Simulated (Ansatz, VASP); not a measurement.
## Two plane-wave programs on CdF2

```xyz
3
Lattice="0.0000 2.8793 2.8793 2.8793 0.0000 2.8793 2.8793 2.8793 0.0000" Properties=species:S:1:pos:R:3 pbc="T T T"
Cd    0.0000    0.0000    0.0000
F     1.4396    1.4396    1.4396
F     4.3189    4.3189    4.3189
```

Alike in both runs: task single point; functional PBE; k mesh 8 × 8 × 8; occupations gaussian, width 0.05 eV; no spin polarisation.

|  | VASP | Ansatz |
| --- | --- | --- |
| version | VASP 6.6.1 | Ansatz 0.2.0 |
| potentials or method | VASP PAW PBE potentials, release 64 (Cd, F), cutoff 520 eV | scalar-relativistic, plane waves, PAW |
| valence electrons in the cell | 26 | 34 |

|  | VASP | Ansatz | Ansatz less VASP |
| --- | --- | --- | --- |
| gap on the k mesh at the Fermi level (eV) | 2.38 | 2.40 | +0.023 |
| least direct gap on the mesh (eV) | 2.96 | 2.98 | +0.026 |
| pressure (GPa) | -9.5 | -9.7 | -0.18 |

VASP's potentials hold 26 valence electrons a cell and Ansatz's 34, so a difference there can come from the potentials and not from the codes.
